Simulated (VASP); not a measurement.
# Ni (Fm-3m) in VASP: further runs

Ni is run at these levels: LDA; tasks: single point.

Program: VASP 6.6.1. These are calculated values, not measurements. Logs are shortened: lines on timing, memory, paths and dates and some standing lists are left out, and cuts for length are marked.

## 1. The cell of the first run

It takes space group Fm-3m (No. 225, cubic). The conventional cell has a = 3.425 Å, b = 3.425 Å, c = 3.425 Å, α = 90.00°, β = 90.00°, γ = 90.00°. Within 3.2 Å of Ni (site symmetry m-3m) lie 12 Ni at 2.42 Å.

## 2. Single point, LDA, collinear spin, ferromagnetic start

Contents of INCAR:

```
PREC = Accurate
ENCUT = 520
EDIFF = 1E-7
ISMEAR = 1
SIGMA = 0.01
LREAL = F
LASPH = T
NELM = 150
ALGO = Normal
ISIF = 2
LWAVE = F
LCHARG = F
ISPIN = 2
MAGMOM = 0.607
LORBIT = 11
LMAXMIX = 4
NBANDS = 15
```

Contents of KPOINTS:

```
regular mesh
0
Gamma
  16 16 16
```

Contents of POSCAR:

```
Ni
1.0
    0.0000000000      1.7124646296      1.7124646296
    1.7124646296      0.0000000000      1.7124646296
    1.7124646296      1.7124646296      0.0000000000
Ni
1
Direct
    0.0000000000      0.0000000000      0.0000000000
```

Potentials or basis: VASP PAW LDA potentials, release 64 (Ni).

Command:

```
$ cat potpaw_LDA.64/Ni/POTCAR > POTCAR
$ mpirun -np 1 vasp_std > vasp.out
```

OUTCAR:

```text
PREC = Accurate
   ENCUT = 520
   EDIFF = 1E-7
   ISMEAR = 1
   LREAL = F
   LASPH = T
   NELM = 150
   ISIF = 2
   ISPIN = 2
   LORBIT = 11

 ion  position               nearest neighbor table
   1  0.000  0.000  0.000-

  LATTYP: Found a face centered cubic cell.
 ALAT       =     3.4249292592

  Lattice vectors:

 A1 = (   0.0000000000,   1.7124646296,   1.7124646296)
 A2 = (   1.7124646296,   0.0000000000,   1.7124646296)
 A3 = (   1.7124646296,   1.7124646296,   0.0000000000)

Analysis of symmetry for initial positions (statically):
=====================================================================
 Subroutine PRICEL returns:
 Original cell was already a primitive cell.

 Routine SETGRP: Setting up the symmetry group for a
 face centered cubic supercell.

 Subroutine GETGRP returns: Found 48 space group operations
 (whereof 48 operations were pure point group operations)
 out of a pool of 48 trial point group operations.

The static configuration has the point symmetry O_h .

Analysis of symmetry for dynamics (positions and initial velocities):
=====================================================================
 Subroutine PRICEL returns:
 Original cell was already a primitive cell.

 Routine SETGRP: Setting up the symmetry group for a
 face centered cubic supercell.

 Subroutine GETGRP returns: Found 48 space group operations
 (whereof 48 operations were pure point group operations)
 out of a pool of 48 trial point group operations.

The dynamic configuration has the point symmetry O_h .

Analysis of structural, dynamic, and magnetic symmetry:
=====================================================================
 Subroutine PRICEL returns:
 Original cell was already a primitive cell.

 Routine SETGRP: Setting up the symmetry group for a
 face centered cubic supercell.

 Subroutine GETGRP returns: Found 48 space group operations
 (whereof 48 operations were pure point group operations)
 out of a pool of 48 trial point group operations.

The overall configuration has the point symmetry O_h .

 Subroutine INISYM returns: Found 48 space group operations
 (whereof 48 operations are pure point group operations),
 and found     1 'primitive' translations

----------------------------------------------------------------------------------------

                                     Primitive cell

  volume of cell :      10.0437

  direct lattice vectors                    reciprocal lattice vectors
     0.000000000  1.712464630  1.712464630    -0.291976833  0.291976833  0.291976833
     1.712464630  0.000000000  1.712464630     0.291976833 -0.291976833  0.291976833
     1.712464630  1.712464630  0.000000000     0.291976833  0.291976833 -0.291976833

  length of vectors
     2.421790704  2.421790704  2.421790704     0.505718710  0.505718710  0.505718710

  position of ions in fractional coordinates (direct lattice)
     0.000000000  0.000000000  0.000000000

  ion indices of the primitive-cell ions
   primitive index   ion index
                 1           1

----------------------------------------------------------------------------------------

 KPOINTS: regular mesh

Automatic generation of k-mesh.
 Grid dimensions read from file:
 generate k-points for:   16   16   16

 Generating k-lattice:

  Cartesian coordinates                     Fractional coordinates (reciprocal lattice)
    -0.018248552  0.018248552  0.018248552     0.062500000  0.000000000  0.000000000
     0.018248552 -0.018248552  0.018248552     0.000000000  0.062500000  0.000000000
     0.018248552  0.018248552 -0.018248552     0.000000000  0.000000000  0.062500000

  Length of vectors
     0.031607419  0.031607419  0.031607419

  Shift w.r.t. Gamma in fractional coordinates (k-lattice)
     0.000000000  0.000000000  0.000000000

 Subroutine IBZKPT returns following result:
 ===========================================

 Found    145 irreducible k-points:

 Following reciprocal coordinates:
            Coordinates               Weight
  0.000000  0.000000  0.000000      1.000000
  0.062500  0.000000  0.000000      8.000000
  0.125000  0.000000  0.000000      8.000000
  0.187500  0.000000  0.000000      8.000000
  0.250000  0.000000  0.000000      8.000000
  0.312500  0.000000  0.000000      8.000000
[... 16 lines left out ...]
 -0.125000  0.062500  0.000000     24.000000
 -0.062500  0.062500  0.000000     12.000000
 [... further k-points ...]
   k-points           NKPTS =    145   k-points in BZ     NKDIM =    145   number of bands    NBANDS=     15
   number of dos      NEDOS =    301   number of ions     NIONS =      1
   total plane-waves  NPLWV =   5832
   dimension x,y,z NGX =    18 NGY =   18 NGZ =   18
   dimension x,y,z NGXF=    36 NGYF=   36 NGZF=   36
   ions per type =               1
   NGX,Y,Z   is equivalent  to a cutoff of  12.36, 12.36, 12.36 a.u.
   NGXF,Y,Z  is equivalent  to a cutoff of  24.71, 24.71, 24.71 a.u.
 SYSTEM =  unknown system
   PREC   = accura    normal or accurate (medium, high low for compatibility)
   ISTART =      0    job   : 0-new  1-cont  2-samecut
   ICHARG =      2    charge: 1-file 2-atom 10-const
   ISPIN  =      2    spin polarized calculation?
   LNONCOLLINEAR =      F non collinear calculations
   LSORBIT =      F    spin-orbit coupling
   LASPH  =      T    aspherical Exc in radial PAW
   ENCUT  =  520.0 eV  38.22 Ry    6.18 a.u.   4.50  4.50  4.50*2*pi/ulx,y,z
   NELM   =    150;   NELMIN=  2; NELMDL= -5     # of ELM steps
   EDIFF  = 0.1E-06   stopping-criterion for ELM
   LREAL  =      F    real-space projection
   EDIFFG = 0.1E-05   stopping-criterion for IOM
   NSW    =      0    number of steps for IOM
   IBRION =     -1    ionic relax: 0-MD 1-quasi-New 2-CG
   NFREE  =      0    steps in history (QN), initial steepest desc. (CG)
   ISIF   =      2    stress and relaxation
   ISYM   =      2    0-nonsym 1-usesym 2-fastsym
   POTIM  = 0.5000    time-step for ionic-motion
   TEBEG  =    0.0;   TEEND  =   0.0 temperature during run
   PSTRESS=    0.0 pullay stress
   NELECT =      10.0000    total number of electrons
   NUPDOWN=      -1.0000    fix difference up-down
   EMIN   =  10.00;   EMAX   =-10.00  energy-range for DOS
   EFERMI =   0.00;   METHOD = LEGACY
   ISMEAR =     1;   SIGMA  =   0.01  broadening in eV -4-tet -1-fermi 0-gaus
   EFERMI_NEDOS =   21; number of points for ismear=-14 and -15
   IALGO  =     38    algorithm
   IMIX   =      4    mixing-type and parameters
     AMIX     =   0.40;   BMIX     =  1.00
     AMIX_MAG =   1.60;   BMIX_MAG =  1.00
  volume/ion in A,a.u.               =      10.04        67.78
  Fermi-wavevector in a.u.,A,eV,Ry     =   1.634719  3.089172 36.358952  2.672308
  Thomas-Fermi vector in A             =   2.726312
   LORBIT       =     11    0 simple, 1 ext, 2 COOP (PROOUT), +10 PAW based schemes
   GGA     = CA    functional components
   LHFCALC =     F    Hartree Fock is set to
   AEXX    =    0.0000 exact exchange contribution
   IVDW    =     0    specifies the selected vdW correction
   LEPSILON=     F    determine dielectric tensor
   LRPA    =     F    only Hartree local field effects (RPA)
 spin polarized calculation
 Methfessel and Paxton  Order N= 1 SIGMA  =   0.01
  energy-cutoff  :      520.00
  volume of cell :       10.04
 maximum number of plane-waves:       290
 NGX is ok and might be reduce to    18
   NGX =  9   NGY =  9   NGZ =  9

 number of electron      10.0000000 magnetization       0.6070000

 number of electron       9.9999990 magnetization       0.5688881

 Free energy of the ion-electron system (eV)
  ---------------------------------------------------
  ext. energy  EPLUGINS =         0.00000000
  ---------------------------------------------------
  free energy    TOTEN  =        -6.58172236 eV

  energy without entropy =       -6.58174459  energy(sigma->0) =       -6.58172977

 E-fermi :  10.2193     XC(G=0): -14.0928

 val. band max:       10.2107915432   @ k =  -0.3750   0.1875   0.0625
 cond. band min:      10.2199887354   @ k =   0.5000   0.4375   0.0000
 fundamental gap:      0.0091971922
 Fermi energy:        10.2193351932

 spin component 1

 k-point     1 :       0.0000    0.0000    0.0000
  band No.  band energies     occupation
      1       0.6639      1.00000
      2       7.6683      1.00000
      3       7.6683      1.00000
      4       7.6683      1.00000
      5       8.9575      1.00000
      6       8.9575      1.00000
      7      34.6641      0.00000
      8      39.0594      0.00000
      9      39.0594      0.00000
     10      39.0594      0.00000
     11      42.3239      0.00000
     12      42.3239      0.00000
     13      42.3239      0.00000
     14      45.2860      0.00000
     15      52.2255      0.00000
[... 397 lines left out ...]
 k-point    24 :      -0.0625    0.0625    0.0000
  band No.  band energies     occupation
      1       1.0934      1.00000
      2       7.5393      1.00000
      3       7.7628      1.00000
      4       7.7831      1.00000
      5       8.8605      1.00000
      6       8.9744      1.00000
      7      33.4765      0.00000
      8      35.4061      0.00000
      9      37.7040      0.00000
     10      39.6676      0.00000
     11      42.4398      0.00000
     12      42.4849      0.00000
     13      45.4695      0.00000
     14      48.1664      0.00000
     15      48.3754      0.00000

 [... further k-points ...]

 spin component 2

 k-point     1 :       0.0000    0.0000    0.0000
  band No.  band energies     occupation
      1       0.7085      1.00000
      2       8.2489      1.00000
      3       8.2489      1.00000
      4       8.2489      1.00000
      5       9.4954      1.00000
      6       9.4954      1.00000
      7      34.6545      0.00000
      8      39.1057      0.00000
      9      39.1057      0.00000
     10      39.1057      0.00000
     11      42.4876      0.00000
     12      42.4876      0.00000
     13      42.4876      0.00000
     14      45.2690      0.00000
     15      52.4080      0.00000
[... 397 lines left out ...]
 k-point    24 :      -0.0625    0.0625    0.0000
  band No.  band energies     occupation
      1       1.1387      1.00000
      2       8.1102      1.00000
      3       8.3468      1.00000
      4       8.3649      1.00000
      5       9.3937      1.00000
      6       9.5132      1.00000
      7      33.5417      0.00000
      8      35.4866      0.00000
      9      37.7581      0.00000
     10      39.7168      0.00000
     11      42.5162      0.00000
     12      42.6439      0.00000
     13      45.5466      0.00000
     14      48.3366      0.00000
     15      48.4256      0.00000

 [... further k-points ...]

------------------------ aborting loop because EDIFF is reached ----------------------------------------

  FORCE on cell =-STRESS in cart. coord.  units (eV):
  Direction    XX          YY          ZZ          XY          YZ          ZX
  --------------------------------------------------------------------------------------
  -------------------------------------------------------------------------------------
  Total       -0.0451454     -0.0451454     -0.0451454     -0.0000000      0.0000000     -0.0000000
  in kB       -7.2016028     -7.2016028     -7.2016028     -0.0000000      0.0000000     -0.0000000
  external PRESSURE =      -7.2016028 kB  Pullay stress =       0.0000000 kB

 VOLUME and BASIS-vectors are now :
 -----------------------------------------------------------------------------
  energy-cutoff  :      520.00
  volume of cell :       10.04
      direct lattice vectors                 reciprocal lattice vectors
     0.000000000  1.712464630  1.712464630    -0.291976833  0.291976833  0.291976833
     1.712464630  0.000000000  1.712464630     0.291976833 -0.291976833  0.291976833
     1.712464630  1.712464630  0.000000000     0.291976833  0.291976833 -0.291976833

 POSITION                                       TOTAL-FORCE (eV/Angst)
 -----------------------------------------------------------------------------------
      0.00000      0.00000      0.00000        -0.000000      0.000000     -0.000000
 -----------------------------------------------------------------------------------
    total drift:                                0.000000     -0.000000     -0.000000

  FREE ENERGIE OF THE ION-ELECTRON SYSTEM (eV)
  ---------------------------------------------------
  free  energy   TOTEN  =        -6.5817223633 eV

  energy  without entropy=       -6.5817445879  energy(sigma->0) =       -6.58172977

 total charge

# of ion       s       p       d       tot
------------------------------------------
    1        0.534   0.571   8.368   9.473

 magnetization (x)

# of ion       s       p       d       tot
------------------------------------------
    1       -0.005  -0.018   0.591   0.569
```

Wall time 65 s (1 thread of Intel Xeon 8259CL, shared host); peak memory 0.14 GiB.

What came out:

```yaml
Free_energy: -6.5817 eV
Pressure: -0.7 GPa
Net_moment: 0.57 μB per cell
Site_moments: Ni +0.57 μB
Valence_electrons_inside_the_program's_atomic_spheres: Ni 9.47
```

## 3. Single point, LDA, collinear spin, ferromagnetic start

Contents of INCAR:

```
ALGO = Normal
EDIFF = 1E-6
ENCUT = 520
GGA = CA
ISIF = 2
ISMEAR = 1
ISPIN = 2
LASPH = T
LCHARG = F
LMAXMIX = 4
LORBIT = 11
LREAL = F
LWAVE = F
MAGMOM = 0.607
NBANDS = 15
NELM = 150
PREC = Accurate
SIGMA = 0.03
```

Contents of KPOINTS:

```
k-points
0
Gamma
  16 16 16
```

POSCAR is that of step 2.

Potentials or basis: VASP PAW LDA potentials, release 64 (Ni).

Command:

```
$ cat potpaw_LDA.64/Ni/POTCAR > POTCAR
$ mpirun -np 1 vasp_std > vasp.out
```

It took 42 s on 1 thread of Intel Xeon 8259CL, shared host; peak memory 0.14 GiB.

Results (log left out):

```
Free energy                                           : -6.5817 eV
Pressure                                              : -0.7 GPa
Net moment                                            : 0.57 μB per cell
Site moments                                          : Ni +0.57 μB
Valence electrons inside the program's atomic spheres : Ni 9.47
```

Levels at points of the mesh, in eV from the Fermi level:
Spin up:
```tsv
k point	band 2	band 3	band 4	band 5	band 6	band 7	band 8	band 9
(0.00, 0.00, 0.00)	-2.56	-2.56	-2.56	-1.26	-1.26	24.44	28.84	28.84
(0.50, 0.00, 0.00)	-2.57	-2.57	-0.48	-0.48	-0.41	6.32	22.92	25.98
(0.50, 0.50, 0.00)	-4.57	-0.45	-0.30	-0.30	2.50	10.02	15.52	15.52
```
Spin down:
| k point | band 2 | band 3 | band 4 | band 5 | band 6 | band 7 | band 8 | band 9 |
| --- | --- | --- | --- | --- | --- | --- | --- | --- |
| (0.00, 0.00, 0.00) | -1.97 | -1.97 | -1.97 | -0.73 | -0.73 | 24.43 | 28.88 | 28.88 |
| (0.50, 0.00, 0.00) | -2.05 | -2.05 | -0.38 | 0.14 | 0.14 | 6.68 | 22.90 | 26.09 |
| (0.50, 0.50, 0.00) | -4.09 | 0.11 | 0.36 | 0.36 | 2.55 | 10.29 | 15.59 | 15.59 |

## 4. Single point, LDA, collinear spin, ferromagnetic start

Contents of INCAR:

```
SYSTEM = Ni
PREC = Accurate
ENCUT = 520
EDIFF = 1E-6
ISMEAR = 1
SIGMA = 0.1
LREAL = .FALSE.
LASPH = .TRUE.
NELM = 150
ALGO = Normal
ISIF = 2
LWAVE = .FALSE.
LCHARG = .TRUE.
ISPIN = 2
MAGMOM = 0.607
LORBIT = 11
LMAXMIX = 4
GGA = CA
LELF = .TRUE.
LVHAR = .TRUE.
NBANDS = 15
```

Contents of KPOINTS:

```
regular mesh
0
G
  16 16 16
  0 0 0
```

POSCAR is that of step 3.

Command:

```
$ cat potpaw_LDA.64/Ni/POTCAR > POTCAR
$ mpirun -np 1 vasp_std > vasp.out
```

Run time: 53 s. Hardware: 1 thread of Intel Xeon 8259CL, shared host; peak memory 0.15 GiB.

Results (log left out):

```
Free energy                                           : -6.5817 eV
Pressure                                              : -0.7 GPa
Net moment                                            : 0.57 μB per cell
Site moments                                          : Ni +0.57 μB
Valence electrons inside the program's atomic spheres : Ni 9.47
```

Levels at points of the mesh, in eV from the Fermi level:
Spin up:
| k point | band 3 | band 4 | band 5 | band 6 | band 7 | band 8 |
| --- | --- | --- | --- | --- | --- | --- |
| (0.00, 0.00, 0.00) | -2.56 | -2.56 | -1.26 | -1.26 | 24.44 | 28.84 |
| (0.50, 0.00, 0.00) | -2.57 | -0.48 | -0.48 | -0.41 | 6.31 | 22.92 |
| (0.50, 0.50, 0.00) | -0.45 | -0.30 | -0.30 | 2.50 | 10.02 | 15.52 |
Spin down:
```tsv
k point	band 3	band 4	band 5	band 6	band 7	band 8
(0.00, 0.00, 0.00)	-1.97	-1.97	-0.73	-0.73	24.43	28.88
(0.50, 0.00, 0.00)	-2.05	-0.38	0.14	0.14	6.68	22.90
(0.50, 0.50, 0.00)	0.11	0.37	0.37	2.55	10.29	15.59
```

## 5. Single point, LDA, collinear spin, ferromagnetic start

Contents of INCAR:

```
  PREC = Accurate
  ENCUT = 520
  EDIFF = 1E-7
  ISMEAR = 1
  SIGMA = 0.3
  LREAL = False
  LASPH = True
  NELM = 150
  ALGO = Normal
  ISIF = 2
  LWAVE = False
  LCHARG = True
  ISPIN = 2
  MAGMOM = 0.607
  LORBIT = 11
  LMAXMIX = 4
  GGA = CA
  LELF = True
  LVHAR = True
  NBANDS = 15
```

Contents of KPOINTS:

```
Automatic mesh
0
Gamma
  16 16 16
```

POSCAR is that of step 4.

Command:

```
$ cat potpaw_LDA.64/Ni/POTCAR > POTCAR
$ mpirun -np 1 vasp_std > vasp.out
```

Run time: 42 s. Hardware: 1 thread of Intel Xeon 8259CL, shared host; peak memory 0.15 GiB.

It converged, with:

```
Free energy                                           : -6.5814 eV
Pressure                                              : -0.5 GPa
Net moment                                            : 0.59 μB per cell
Site moments                                          : Ni +0.59 μB
Valence electrons inside the program's atomic spheres : Ni 9.47
```

Levels at points of the mesh, in eV from the Fermi level:
Spin up:
| k point | band 1 | band 2 | band 3 | band 4 | band 5 | band 6 | band 7 | band 8 | band 9 | band 10 |
| --- | --- | --- | --- | --- | --- | --- | --- | --- | --- | --- |
| (0.00, 0.00, 0.00) | -9.54 | -2.55 | -2.55 | -2.55 | -1.26 | -1.26 | 24.46 | 28.85 | 28.85 | 28.85 |
| (0.50, 0.00, 0.00) | -5.24 | -2.56 | -2.56 | -0.47 | -0.47 | -0.40 | 6.32 | 22.94 | 25.99 | 25.99 |
| (0.50, 0.50, 0.00) | -5.11 | -4.56 | -0.45 | -0.30 | -0.30 | 2.51 | 10.03 | 15.54 | 15.54 | 20.86 |
Spin down:
```csv
k point,band 2,band 3,band 4,band 5,band 6,band 7,band 8,band 9
"(0.00, 0.00, 0.00)",-1.94,-1.94,-1.94,-0.70,-0.70,24.45,28.90,28.90
"(0.50, 0.00, 0.00)",-2.02,-2.02,-0.36,0.17,0.17,6.71,22.92,26.11
"(0.50, 0.50, 0.00)",-4.06,0.14,0.40,0.40,2.57,10.31,15.61,15.61
```

Caveat: so wide a smearing shifts energies and pressures.

## 6. Overview

| smearing | gap on the mesh (eV) | pressure (GPa) | moment (μB) |
| --- | --- | --- | --- |
| methfessel-paxton 0.01 eV | none | -0.7 | 0.57 |
| methfessel-paxton 0.03 eV | none | -0.7 | 0.57 |
| methfessel-paxton 0.1 eV | none | -0.7 | 0.57 |
| methfessel-paxton 0.3 eV | none | -0.5 | 0.59 |

Alike in all rows: task single point; level LDA; potentials or basis VASP PAW LDA potentials, release 64 (Ni); spin collinear, ferromagnetic start; cell as given; k mesh 16 × 16 × 16; cutoff (eV) 520.

Caveats: so wide a smearing shifts energies and pressures (at least some runs).

Total energies depend on the potentials used, so only differences within one code and one set of settings carry meaning.
